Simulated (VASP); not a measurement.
# KCl (I4/mmm) in VASP: a series of runs

Runs on KCl. Level: LDA. Tasks: single point.

All numbers are computed with VASP 6.6.1; they aren't measurements. Logs are shortened: lines on timing, memory, paths and dates and some standing lists are left out, and cuts for length are marked.

## 1. The cell of the first run

Symmetry: I4/mmm, No. 139, tetragonal system. Conventional cell: a = 4.263 Å, b = 4.263 Å, c = 6.312 Å, α = 90.00°, β = 90.00°, γ = 90.00°. Within 4.0 Å of K (site symmetry 4/mmm) lie 6 Cl at 3.01 to 3.16 Å. Within 4.0 Å of Cl (site symmetry 4/mmm) lie 6 K at 3.01 to 3.16 Å.

## 2. Single point, LDA (strain -0.0450 x Voigt [1, 1, 0, 0, 0, 0])

Contents of INCAR:

```
SYSTEM = KCl
  PREC = Accurate
  ENCUT = 520
  EDIFF = 1E-7
  ISMEAR = 0
  SIGMA = 0.05
  LREAL = .False.
  LASPH = .True.
  NELM = 100
  ALGO = Normal
  ISIF = 2
  LWAVE = .False.
  LCHARG = .False.
  GGA = CA
  NBANDS = 15
```

Contents of KPOINTS:

```
regular mesh
0
Gamma
  6 6 6
  0 0 0
```

Contents of POSCAR:

```
KCl
1.0
    0.0000000000      3.0140755000      3.1561000000
    3.0140755000      0.0000000000      3.1561000000
    3.0140755000      3.0140755000      0.0000000000
K Cl
1 1
Direct
    0.0000000000      0.0000000000      0.0000000000
    0.5000000000      0.5000000000      0.5000000000
```

Potentials or basis: VASP PAW LDA potentials, release 64 (K_sv, Cl).

Run with:

```bash
$ cat potpaw_LDA.64/K_sv/POTCAR potpaw_LDA.64/Cl/POTCAR > POTCAR
$ mpirun -np 1 vasp_std > vasp.out
```

OUTCAR:

```text
SYSTEM = KCl
   PREC = Accurate
   ENCUT = 520
   EDIFF = 1E-7
   ISMEAR = 0
   LREAL = .False.
   LASPH = .True.
   NELM = 100
   ISIF = 2
   GGA = CA

 ion  position               nearest neighbor table
   1  0.000  0.000  0.000-   2 3.01   2 3.01   2 3.01   2 3.01   2 3.16   2 3.16
   2  0.500  0.500  0.500-   1 3.01   1 3.01   1 3.01   1 3.01   1 3.16   1 3.16

  LATTYP: Found a body centered tetragonal cell.
 ALAT       =     4.2625464501
 C/A-ratio  =     1.4808518978

  Lattice vectors:

 A1 = (  -3.0140755000,   0.0000000000,   3.1561000000)
 A2 = (   3.0140755000,   0.0000000000,   3.1561000000)
 A3 = (   0.0000000000,   3.0140755000,  -3.1561000000)

Analysis of symmetry for initial positions (statically):
=====================================================================
 Subroutine PRICEL returns:
 Original cell was already a primitive cell.

 Routine SETGRP: Setting up the symmetry group for a
 body centered tetragonal supercell.

 Subroutine GETGRP returns: Found 16 space group operations
 (whereof 16 operations were pure point group operations)
 out of a pool of 16 trial point group operations.

The static configuration has the point symmetry D_4h.

Analysis of symmetry for dynamics (positions and initial velocities):
=====================================================================
 Subroutine PRICEL returns:
 Original cell was already a primitive cell.

 Routine SETGRP: Setting up the symmetry group for a
 body centered tetragonal supercell.

 Subroutine GETGRP returns: Found 16 space group operations
 (whereof 16 operations were pure point group operations)
 out of a pool of 16 trial point group operations.

The dynamic configuration has the point symmetry D_4h.

 Subroutine INISYM returns: Found 16 space group operations
 (whereof 16 operations are pure point group operations),
 and found     1 'primitive' translations

----------------------------------------------------------------------------------------

                                     Primitive cell

  volume of cell :      57.3441

  direct lattice vectors                    reciprocal lattice vectors
     0.000000000  3.014075500  3.156100000    -0.165888346  0.165888346  0.158423371
     3.014075500  0.000000000  3.156100000     0.165888346 -0.165888346  0.158423371
     3.014075500  3.014075500  0.000000000     0.165888346  0.165888346 -0.158423371

  length of vectors
     4.364128588  4.364128588  4.262546450     0.283082764  0.283082764  0.283082764

  position of ions in fractional coordinates (direct lattice)
     0.000000000  0.000000000  0.000000000
     0.500000000  0.500000000  0.500000000

  ion indices of the primitive-cell ions
   primitive index   ion index
                 1           1
                 2           2

----------------------------------------------------------------------------------------

 KPOINTS: regular mesh

Automatic generation of k-mesh.
 Grid dimensions read from file:
 generate k-points for:    6    6    6

 Generating k-lattice:

  Cartesian coordinates                     Fractional coordinates (reciprocal lattice)
    -0.027648058  0.027648058  0.026403895     0.166666667  0.000000000  0.000000000
     0.027648058 -0.027648058  0.026403895     0.000000000  0.166666667  0.000000000
     0.027648058  0.027648058 -0.026403895     0.000000000  0.000000000  0.166666667

  Length of vectors
     0.047180461  0.047180461  0.047180461

  Shift w.r.t. Gamma in fractional coordinates (k-lattice)
     0.000000000  0.000000000  0.000000000

 Subroutine IBZKPT returns following result:
 ===========================================

 Found     30 irreducible k-points:

 Following reciprocal coordinates:
            Coordinates               Weight
  0.000000  0.000000  0.000000      1.000000
  0.166667 -0.000000  0.000000      8.000000
  0.333333 -0.000000  0.000000      8.000000
  0.500000  0.000000  0.000000      4.000000
  0.166667  0.166667  0.000000      2.000000
  0.333333  0.166667  0.000000      8.000000
[... 16 lines left out ...]
  0.333333  0.000000  0.333333      4.000000
  0.500000  0.000000  0.333333     16.000000
 [... further k-points ...]
   k-points           NKPTS =     30   k-points in BZ     NKDIM =     30   number of bands    NBANDS=     15
   number of dos      NEDOS =    301   number of ions     NIONS =      2
   total plane-waves  NPLWV =  32768
   dimension x,y,z NGX =    32 NGY =   32 NGZ =   32
   dimension x,y,z NGXF=    64 NGYF=   64 NGZF=   64
   ions per type =               1   1
   NGX,Y,Z   is equivalent  to a cutoff of  12.19, 12.19, 12.48 a.u.
   NGXF,Y,Z  is equivalent  to a cutoff of  24.38, 24.38, 24.96 a.u.
 SYSTEM =  KCl
   PREC   = accura    normal or accurate (medium, high low for compatibility)
   ISTART =      0    job   : 0-new  1-cont  2-samecut
   ICHARG =      2    charge: 1-file 2-atom 10-const
   ISPIN  =      1    spin polarized calculation?
   LNONCOLLINEAR =      F non collinear calculations
   LSORBIT =      F    spin-orbit coupling
   LASPH  =      T    aspherical Exc in radial PAW
   ENCUT  =  520.0 eV  38.22 Ry    6.18 a.u.   8.11  8.11  7.93*2*pi/ulx,y,z
   NELM   =    100;   NELMIN=  2; NELMDL= -5     # of ELM steps
   EDIFF  = 0.1E-06   stopping-criterion for ELM
   LREAL  =      F    real-space projection
   EDIFFG = 0.1E-05   stopping-criterion for IOM
   NSW    =      0    number of steps for IOM
   IBRION =     -1    ionic relax: 0-MD 1-quasi-New 2-CG
   NFREE  =      0    steps in history (QN), initial steepest desc. (CG)
   ISIF   =      2    stress and relaxation
   ISYM   =      2    0-nonsym 1-usesym 2-fastsym
   POTIM  = 0.5000    time-step for ionic-motion
   TEBEG  =    0.0;   TEEND  =   0.0 temperature during run
   PSTRESS=    0.0 pullay stress
   NELECT =      16.0000    total number of electrons
   NUPDOWN=      -1.0000    fix difference up-down
   EMIN   =  10.00;   EMAX   =-10.00  energy-range for DOS
   EFERMI =   0.00;   METHOD = LEGACY
   ISMEAR =     0;   SIGMA  =   0.05  broadening in eV -4-tet -1-fermi 0-gaus
   EFERMI_NEDOS =   21; number of points for ismear=-14 and -15
   IALGO  =     38    algorithm
   IMIX   =      4    mixing-type and parameters
     AMIX     =   0.40;   BMIX     =  1.00
     AMIX_MAG =   1.60;   BMIX_MAG =  1.00
  volume/ion in A,a.u.               =      28.67       193.49
  Fermi-wavevector in a.u.,A,eV,Ry     =   1.069757  2.021548 15.570237  1.144380
  Thomas-Fermi vector in A             =   2.205446
   LORBIT       =      0    0 simple, 1 ext, 2 COOP (PROOUT), +10 PAW based schemes
   GGA     = CA    functional components
   LHFCALC =     F    Hartree Fock is set to
   AEXX    =    0.0000 exact exchange contribution
   IVDW    =     0    specifies the selected vdW correction
   LEPSILON=     F    determine dielectric tensor
   LRPA    =     F    only Hartree local field effects (RPA)
 non-spin polarized calculation
 Gauss-broadening in eV      SIGMA  =   0.05
  energy-cutoff  :      520.00
  volume of cell :       57.34
 maximum number of plane-waves:      1556
   NGX = 17   NGY = 17   NGZ = 15

 number of electron      16.0000002 magnetization

 Free energy of the ion-electron system (eV)
  ---------------------------------------------------
  ext. energy  EPLUGINS =         0.00000000
  ---------------------------------------------------
  free energy    TOTEN  =        -7.39536625 eV

  energy without entropy =       -7.39536625  energy(sigma->0) =       -7.39536625

 E-fermi :  -1.4729     XC(G=0):  -8.4549

 val. band max:       -1.7075859321   @ k =   0.0000   0.0000   0.0000
 cond. band min:       3.2963174129   @ k =   0.0000   0.0000   0.0000
 fundamental gap:      5.0039033450
 Fermi energy:        -1.4729196849

 k-point     1 :       0.0000    0.0000    0.0000
  band No.  band energies     occupation
      1     -28.3694      2.00000
      2     -13.8576      2.00000
      3     -12.0744      2.00000
      4     -12.0744      2.00000
      5     -12.0649      2.00000
      6      -1.7570      2.00000
      7      -1.7076      2.00000
      8      -1.7076      2.00000
      9       3.2963      0.00000
     10       6.1758      0.00000
     11       6.4960      0.00000
     12       6.4960      0.00000
     13       7.2730      0.00000
     14       7.4876      0.00000
     15      11.0329      0.00000

 k-point     2 :       0.1667   -0.0000    0.0000
  band No.  band energies     occupation
      1     -28.3647      2.00000
      2     -13.9261      2.00000
      3     -12.0747      2.00000
      4     -12.0730      2.00000
      5     -11.9854      2.00000
      6      -2.1183      2.00000
      7      -1.8515      2.00000
      8      -1.8257      2.00000
      9       3.9981      0.00000
     10       6.1917      0.00000
     11       6.6898      0.00000
     12       6.8643      0.00000
     13       7.6988      0.00000
     14       7.9364      0.00000
     15      12.1144      0.00000

 k-point     3 :       0.3333   -0.0000    0.0000
  band No.  band energies     occupation
      1     -28.3555      2.00000
      2     -14.0480      2.00000
      3     -12.0853      2.00000
      4     -12.0754      2.00000
      5     -11.8246      2.00000
      6      -2.7507      2.00000
      7      -2.0576      2.00000
      8      -2.0462      2.00000
      9       5.2303      0.00000
     10       6.3877      0.00000
     11       7.7332      0.00000
     12       7.8730      0.00000
     13       8.7544      0.00000
     14       9.0608      0.00000
     15      11.2869      0.00000
[... 343 lines left out ...]
 k-point    23 :       0.3333    0.0000    0.3333
  band No.  band energies     occupation
      1     -28.3504      2.00000
      2     -13.8813      2.00000
      3     -12.1525      2.00000
      4     -12.1214      2.00000
      5     -12.0472      2.00000
      6      -2.5793      2.00000
      7      -1.9637      2.00000
      8      -1.9403      2.00000
      9       4.7043      0.00000
     10       5.5805      0.00000
     11       8.1762      0.00000
     12       9.0594      0.00000
     13       9.1759      0.00000
     14       9.1884      0.00000
     15      10.3902      0.00000

 k-point    24 :       0.5000    0.0000    0.3333
  band No.  band energies     occupation
      1     -28.3460      2.00000
      2     -13.8383      2.00000
      3     -12.2181      2.00000
      4     -12.1388      2.00000
      5     -12.0673      2.00000
      6      -2.4927      2.00000
      7      -2.1535      2.00000
      8      -2.0359      2.00000
      9       4.8240      0.00000
     10       6.6329      0.00000
     11       8.2147      0.00000
     12       8.7751      0.00000
     13       9.0887      0.00000
     14       9.7004      0.00000
     15      10.3755      0.00000

 [... further k-points ...]

------------------------ aborting loop because EDIFF is reached ----------------------------------------

  FORCE on cell =-STRESS in cart. coord.  units (eV):
  Direction    XX          YY          ZZ          XY          YZ          ZX
  --------------------------------------------------------------------------------------
  -------------------------------------------------------------------------------------
  Total        0.1388597      0.1388597     -0.5845421      0.0000000      0.0000000      0.0000000
  in kB        3.8796967      3.8796967    -16.3319247      0.0000000      0.0000000      0.0000000
  external PRESSURE =      -2.8575104 kB  Pullay stress =       0.0000000 kB

 VOLUME and BASIS-vectors are now :
 -----------------------------------------------------------------------------
  energy-cutoff  :      520.00
  volume of cell :       57.34
      direct lattice vectors                 reciprocal lattice vectors
     0.000000000  3.014075500  3.156100000    -0.165888346  0.165888346  0.158423371
     3.014075500  0.000000000  3.156100000     0.165888346 -0.165888346  0.158423371
     3.014075500  3.014075500  0.000000000     0.165888346  0.165888346 -0.158423371

 POSITION                                       TOTAL-FORCE (eV/Angst)
 -----------------------------------------------------------------------------------
      0.00000      0.00000      0.00000        -0.000000     -0.000000      0.000000
      3.01408      3.01408      3.15610         0.000000      0.000000      0.000000
 -----------------------------------------------------------------------------------
    total drift:                                0.000000     -0.000000     -0.000000

  FREE ENERGIE OF THE ION-ELECTRON SYSTEM (eV)
  ---------------------------------------------------
  free  energy   TOTEN  =        -7.3953662522 eV

  energy  without entropy=       -7.3953662522  energy(sigma->0) =       -7.39536625
```

Wall time 31 s (1 thread of Intel Xeon 8259CL, shared host); peak memory 0.16 GiB.

What came out:

```
Free energy            : -7.3954 eV
Pressure               : -0.3 GPa
Band gap on the k mesh : 5.00 eV
```

Levels at points of the mesh, in eV from the valence-band top:
| k point | band 4 | band 5 | band 6 | band 7 | band 8 | band 9 | band 10 | band 11 | band 12 | band 13 |
| --- | --- | --- | --- | --- | --- | --- | --- | --- | --- | --- |
| (0.00, 0.00, 0.00) | -10.37 | -10.36 | -0.05 | 0.00 | 0.00 | 5.00 | 7.88 | 8.20 | 8.20 | 8.98 |
| (0.50, 0.00, 0.00) | -10.37 | -10.04 | -1.31 | -0.45 | -0.44 | 7.40 | 8.55 | 10.50 | 10.56 | 11.21 |
| (0.50, 0.50, 0.00) | -10.44 | -10.44 | -0.83 | -0.22 | -0.22 | 6.10 | 8.33 | 9.94 | 10.11 | 10.72 |
| (0.50, 0.00, 0.50) | -10.47 | -10.43 | -0.73 | -0.30 | -0.28 | 6.04 | 8.34 | 10.20 | 10.24 | 10.75 |

Caveat: the cell differs from its parent crystal (strain -0.0450 x Voigt [1, 1, 0, 0, 0, 0]).

## 3. Single point, LDA (strain -0.0300 x Voigt [1, 1, 0, 0, 0, 0])

Contents of INCAR:

```
PREC = Accurate ; ENCUT = 520
EDIFF = 1E-6 ; ISMEAR = 0
SIGMA = 0.05 ; LREAL = False
LASPH = True ; NELM = 100
ALGO = Normal ; ISIF = 2
LWAVE = False ; LCHARG = True
GGA = CA ; LELF = True
LVHAR = True ; NBANDS = 15
```

Contents of KPOINTS:

```
regular mesh
0
Gamma
  6 6 6
```

Contents of POSCAR:

```
KCl
1.0
    0.0000000000      3.0614170000      3.1561000000
    3.0614170000      0.0000000000      3.1561000000
    3.0614170000      3.0614170000      0.0000000000
K Cl
1 1
Direct
    0.0000000000      0.0000000000      0.0000000000
    0.5000000000      0.5000000000      0.5000000000
```

Potentials or basis: VASP PAW LDA potentials, release 64 (K_sv, Cl).

Run with:

```bash
$ cat potpaw_LDA.64/K_sv/POTCAR potpaw_LDA.64/Cl/POTCAR > POTCAR
$ mpirun -np 1 vasp_std > vasp.out
```

It took 50 s on 1 thread of Intel Xeon 8259CL, shared host; peak memory 0.17 GiB.

Results (log left out):

```yaml
Free_energy: -7.3943 eV
Pressure: -1.0 GPa
Band_gap_on_the_k_mesh: 4.91 eV
```

Stress tensor (GPa, compression positive):
```
-0.62  0.00  0.00
 0.00 -0.62  0.00
 0.00  0.00 -1.77
```

Levels at points of the mesh, in eV from the valence-band top:
| k point | band 4 | band 5 | band 6 | band 7 | band 8 | band 9 | band 10 | band 11 | band 12 | band 13 |
| --- | --- | --- | --- | --- | --- | --- | --- | --- | --- | --- |
| (0.00, 0.00, 0.00) | -10.42 | -10.42 | -0.03 | 0.00 | 0.00 | 4.91 | 7.96 | 8.17 | 8.17 | 8.99 |
| (0.50, 0.00, 0.00) | -10.43 | -10.13 | -1.24 | -0.40 | -0.40 | 7.32 | 8.44 | 10.42 | 10.46 | 11.17 |
| (0.50, 0.50, 0.00) | -10.49 | -10.49 | -0.78 | -0.23 | -0.23 | 6.14 | 8.19 | 9.82 | 10.09 | 10.60 |
| (0.50, 0.00, 0.50) | -10.51 | -10.49 | -0.72 | -0.27 | -0.27 | 6.09 | 8.21 | 10.00 | 10.17 | 10.62 |

Caveat: the cell differs from its parent crystal (strain -0.0300 x Voigt [1, 1, 0, 0, 0, 0]).

## 4. Single point, LDA (strain +0.0150 x Voigt [1, 1, 0, 0, 0, 0])

Contents of INCAR:

```
PREC = Accurate
ENCUT = 520
EDIFF = 1E-7
ISMEAR = 0
SIGMA = 0.05
LREAL = F
LASPH = T
NELM = 100
ALGO = Normal
ISIF = 2
LWAVE = F
LCHARG = F
NBANDS = 15
```

KPOINTS is that of step 3.

Contents of POSCAR:

```
KCl
1.0
    0.0000000000      3.2034415000      3.1561000000
    3.2034415000      0.0000000000      3.1561000000
    3.2034415000      3.2034415000      0.0000000000
K Cl
1 1
Direct
    0.0000000000      0.0000000000      0.0000000000
    0.5000000000      0.5000000000      0.5000000000
```

Run with:

```bash
$ cat potpaw_LDA.64/K_sv/POTCAR potpaw_LDA.64/Cl/POTCAR > POTCAR
$ mpirun -np 1 vasp_std > vasp.out
```

It took 54 s on 1 thread of Intel Xeon 8259CL, shared host; peak memory 0.18 GiB.

Results (log left out):

```
Free energy            : -7.3362 eV
Pressure               : -2.4 GPa
Band gap on the k mesh : 4.62 eV
```

Stress tensor (GPa, compression positive):
```
-2.51  0.00  0.00
 0.00 -2.51  0.00
 0.00  0.00 -2.16
```

Levels at points of the mesh, in eV from the valence-band top:
```csv
k point,band 6,band 7,band 8,band 9,band 10,band 11
"(0.00, 0.00, 0.00)",-0.01,-0.01,0.00,4.62,8.03,8.03
"(0.50, 0.00, 0.00)",-1.07,-0.32,-0.32,7.07,8.09,10.13
"(0.50, 0.50, 0.00)",-0.66,-0.24,-0.24,6.18,7.81,9.48
"(0.50, 0.00, 0.50)",-0.68,-0.23,-0.22,6.20,7.79,9.39
```

Caveat: the cell differs from its parent crystal (strain +0.0150 x Voigt [1, 1, 0, 0, 0, 0]).

## 5. Overview

```csv
cell,gap on the mesh (eV),pressure (GPa)
"a = 4.364, b = 4.364, c = 4.263 Å, angles 60.8, 60.8, 58.5°, 2 atoms",5.00,-0.3
"a = 4.397, b = 4.397, c = 4.329 Å, angles 60.5, 60.5, 59.0°, 2 atoms",4.91,-1.0
"a = 4.497, b = 4.497, c = 4.530 Å, angles 59.8, 59.8, 60.5°, 2 atoms",4.62,-2.4
```

Alike in all rows: task single point; level LDA; potentials or basis VASP PAW LDA potentials, release 64 (K_sv, Cl); no spin polarisation; k mesh 6 × 6 × 6; cutoff (eV) 520; smearing gaussian 0.05 eV.

Total energies depend on the potentials used, so only differences within one code and one set of settings carry meaning.
